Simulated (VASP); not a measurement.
# PbS in VASP: single point with PBE

Aim: the single point of PbS with PBE.

Program: VASP 6.6.1. These are calculated values, not measurements. Logs are shortened: lines on timing, memory, paths and dates and some standing lists are left out, and cuts for length are marked.

## Step 1: The cell of the first run

The cell holds a slab with vacuum, 4 atoms: a = 4.246 Å, b = 4.246 Å, c = 11.221 Å, α = 94.00°, β = 94.00°, γ = 90.00°.

## Step 2: Single point, PBE

INCAR

```
ALGO = Normal
EDIFF = 1E-7
ENCUT = 520
GGA = PE
ISIF = 2
ISMEAR = 0
LASPH = True
LCHARG = False
LREAL = False
LWAVE = False
NBANDS = 28
NELM = 80
PREC = Accurate
SIGMA = 0.02
```

KPOINTS

```
k-points
0
Gamma
  6 6 4
```

POSCAR

```
PbS
1.0
    3.0021930286     -3.0021680561     -0.0001379108
    3.0021930286      3.0021680561     -0.0001379108
   -1.1059444099      0.0000000000     11.1668001650
Pb S
2 2
Direct
    0.2268063831      0.2268063831      0.3737165417
    0.7731936169      0.7731936169      0.6262834583
    0.7289282067      0.7289282067      0.3852578407
    0.2710717933      0.2710717933      0.6147421593
```

Potentials or basis: VASP PAW PBE potentials, release 64 (Pb_d, S).

Started as:

```sh
$ cat potpaw_PBE.64/Pb_d/POTCAR potpaw_PBE.64/S/POTCAR > POTCAR
$ mpirun -np 1 vasp_std > vasp.out
```

OUTCAR:

```text
EDIFF = 1E-7
   ENCUT = 520
   GGA = PE
   ISIF = 2
   ISMEAR = 0
   LASPH = True
   LREAL = False
   NELM = 80
   PREC = Accurate

 ion  position               nearest neighbor table
   1  0.227  0.227  0.374-   4 2.69   3 3.00   3 3.00   3 3.00   3 3.00   2 4.12   2 4.12   2 4.12
                             2 4.12
   2  0.773  0.773  0.626-   3 2.69   4 3.00   4 3.00   4 3.00   4 3.00   1 4.12   1 4.12   1 4.12
                             1 4.12
   3  0.729  0.729  0.385-   2 2.69   1 3.00   1 3.00   1 3.00   1 3.00
   4  0.271  0.271  0.615-   1 2.69   2 3.00   2 3.00   2 3.00   2 3.00

  LATTYP: Found a base centered monoclinic cell.
 ALAT       =     6.0043860635
 B/A-ratio  =     0.9999916809
 C/A-ratio  =     1.8688725221
 COS(beta)  =    -0.0986021536

  Lattice vectors:

 A1 = (   3.0021930286,  -3.0021680561,  -0.0001379108)
 A2 = (   3.0021930286,   3.0021680561,  -0.0001379108)
 A3 = (  -1.1059444099,   0.0000000000,  11.1668001650)

Analysis of symmetry for initial positions (statically):
=====================================================================
 Subroutine PRICEL returns:
 Original cell was already a primitive cell.

 Routine SETGRP: Setting up the symmetry group for a
 base centered monoclinic supercell.

 Subroutine GETGRP returns: Found  4 space group operations
 (whereof  4 operations were pure point group operations)
 out of a pool of  4 trial point group operations.

The static configuration has the point symmetry C_2h.

Analysis of symmetry for dynamics (positions and initial velocities):
=====================================================================
 Subroutine PRICEL returns:
 Original cell was already a primitive cell.

 Routine SETGRP: Setting up the symmetry group for a
 base centered monoclinic supercell.

 Subroutine GETGRP returns: Found  4 space group operations
 (whereof  4 operations were pure point group operations)
 out of a pool of  4 trial point group operations.

The dynamic configuration has the point symmetry C_2h.

 Subroutine INISYM returns: Found  4 space group operations
 (whereof  4 operations are pure point group operations),
 and found     1 'primitive' translations

----------------------------------------------------------------------------------------

                                     Primitive cell
[... 92 lines left out ...]
   LASPH  =      T    aspherical Exc in radial PAW
   ENCUT  =  520.0 eV  38.22 Ry    6.18 a.u.   7.89  7.89 20.86*2*pi/ulx,y,z
   NELM   =     80;   NELMIN=  2; NELMDL= -5     # of ELM steps
   EDIFF  = 0.1E-06   stopping-criterion for ELM
   LREAL  =      F    real-space projection
   EDIFFG = 0.1E-05   stopping-criterion for IOM
   NSW    =      0    number of steps for IOM
   IBRION =     -1    ionic relax: 0-MD 1-quasi-New 2-CG
   NFREE  =      0    steps in history (QN), initial steepest desc. (CG)
   ISIF   =      2    stress and relaxation
   ISYM   =      2    0-nonsym 1-usesym 2-fastsym
   POTIM  = 0.5000    time-step for ionic-motion
   TEBEG  =    0.0;   TEEND  =   0.0 temperature during run
   PSTRESS=    0.0 pullay stress
   NELECT =      40.0000    total number of electrons
   NUPDOWN=      -1.0000    fix difference up-down
   EMIN   =  10.00;   EMAX   =-10.00  energy-range for DOS
   EFERMI =   0.00;   METHOD = LEGACY
   ISMEAR =     0;   SIGMA  =   0.02  broadening in eV -4-tet -1-fermi 0-gaus
   EFERMI_NEDOS =   21; number of points for ismear=-14 and -15
   IALGO  =     38    algorithm
   IMIX   =      4    mixing-type and parameters
     AMIX     =   0.40;   BMIX     =  1.00
     AMIX_MAG =   1.60;   BMIX_MAG =  1.00
  volume/ion in A,a.u.               =      50.32       339.60
  Fermi-wavevector in a.u.,A,eV,Ry     =   0.955325  1.805303 12.417314  0.912647
  Thomas-Fermi vector in A             =   2.084153
   LORBIT       =      0    0 simple, 1 ext, 2 COOP (PROOUT), +10 PAW based schemes
   GGA     = PE    functional components
   LHFCALC =     F    Hartree Fock is set to
   AEXX    =    0.0000 exact exchange contribution
   IVDW    =     0    specifies the selected vdW correction
   LEPSILON=     F    determine dielectric tensor
   LRPA    =     F    only Hartree local field effects (RPA)
 non-spin polarized calculation
 Gauss-broadening in eV      SIGMA  =   0.02
  energy-cutoff  :      520.00
  volume of cell :      201.29
 maximum number of plane-waves:      5458
   NGX = 15   NGY = 15   NGZ = 41

 number of electron      39.9999995 magnetization

 Free energy of the ion-electron system (eV)
  ---------------------------------------------------
  ext. energy  EPLUGINS =         0.00000000
  ---------------------------------------------------
  free energy    TOTEN  =       -17.30666439 eV

  energy without entropy =      -17.30666439  energy(sigma->0) =      -17.30666439

 E-fermi :   0.3759     XC(G=0):  -5.9283

 val. band max:        0.2658962338   @ k =   0.3333  -0.0000   0.5000
 cond. band min:       2.3370972123   @ k =   0.5000  -0.0000   0.5000
 fundamental gap:      2.0712009785
 Fermi energy:         0.3758790111

 k-point     1 :       0.0000    0.0000    0.0000
  band No.  band energies     occupation
      1     -15.8599      2.00000
      2     -15.7677      2.00000
      3     -15.7506      2.00000
      4     -15.7423      2.00000
      5     -15.7288      2.00000
      6     -15.7258      2.00000
[... 733 lines left out ...]
     27       5.7558      0.00000
     28       7.3331      0.00000

 [... further k-points ...]

------------------------ aborting loop because EDIFF is reached ----------------------------------------

  FORCE on cell =-STRESS in cart. coord.  units (eV):
  Direction    XX          YY          ZZ          XY          YZ          ZX
  --------------------------------------------------------------------------------------
  -------------------------------------------------------------------------------------
  Total       -0.0421703     -0.0411823     -0.0595621      0.0000000      0.0000000      0.0040142
  in kB       -0.3356506     -0.3277862     -0.4740786      0.0000000      0.0000000      0.0319503
  external PRESSURE =      -0.3791718 kB  Pullay stress =       0.0000000 kB

 VOLUME and BASIS-vectors are now :
 -----------------------------------------------------------------------------
  energy-cutoff  :      520.00
  volume of cell :      201.29
      direct lattice vectors                 reciprocal lattice vectors
     3.002193029 -3.002168056 -0.000137911     0.166545678 -0.166546306  0.016494453
     3.002193029  3.002168056 -0.000137911     0.166545678  0.166546306  0.016494453
    -1.105944410  0.000000000 11.166800165     0.000004114  0.000000000  0.089551576

 POSITION                                       TOTAL-FORCE (eV/Angst)
 -----------------------------------------------------------------------------------
      0.94852      0.00000      4.17316        -0.000256      0.000000      0.011193
      3.94992      0.00000      6.99337         0.000256      0.000000     -0.011193
      3.95069      0.00000      4.30190        -0.000800      0.000000     -0.007022
      0.94775      0.00000      6.86463         0.000800      0.000000      0.007022
 -----------------------------------------------------------------------------------
    total drift:                               -0.000000     -0.000000      0.000000

  FREE ENERGIE OF THE ION-ELECTRON SYSTEM (eV)
  ---------------------------------------------------
  free  energy   TOTEN  =       -17.3066643865 eV

  energy  without entropy=      -17.3066643865  energy(sigma->0) =      -17.30666439
```

OSZICAR:

```text
N       E                     dE             d eps       ncg     rms          rms(c)
DAV:   1     0.402412519628E+03    0.40241E+03   -0.17653E+04  2672   0.129E+03
DAV:   2     0.317897097323E+02   -0.37062E+03   -0.36009E+03  2800   0.349E+02
DAV:   3    -0.162167415432E+02   -0.48006E+02   -0.47155E+02  3496   0.148E+02
[... 10 lines left out ...]
DAV:  14    -0.173066286568E+02   -0.18484E-03   -0.70521E-05  3064   0.499E-02    0.245E-02
DAV:  15    -0.173066625819E+02   -0.33925E-04   -0.22115E-05  3080   0.284E-02    0.621E-03
DAV:  16    -0.173066637620E+02   -0.11801E-05   -0.26834E-06  3124   0.967E-03    0.437E-03
DAV:  17    -0.173066642612E+02   -0.49910E-06   -0.34648E-07  2456   0.315E-03    0.182E-03
DAV:  18    -0.173066643987E+02   -0.13753E-06   -0.86014E-08  2288   0.162E-03    0.684E-04
DAV:  19    -0.173066643865E+02    0.12154E-07   -0.82885E-09  2496   0.826E-04
   1 F= -.17306664E+02 E0= -.17306664E+02  d E =-.751875E-16
```

Wall time 6.9 min (1 thread of Intel Xeon 8259CL, shared host); peak memory 0.41 GiB.

Results:

| Quantity | Value |
| --- | --- |
| Free energy | -17.3067 eV |
| Largest force | 0.011 eV/Å |
| Band gap on the k mesh | 2.07 eV (least direct gap 2.08 eV) |

Forces on the atoms (eV/Å):
```
Pb   0.000  0.000  0.011
Pb   0.000  0.000 -0.011
S   -0.001  0.000 -0.007
S    0.001  0.000  0.007
```

Caveat: spin-orbit coupling is left out, which moves the levels of the heavy elements.
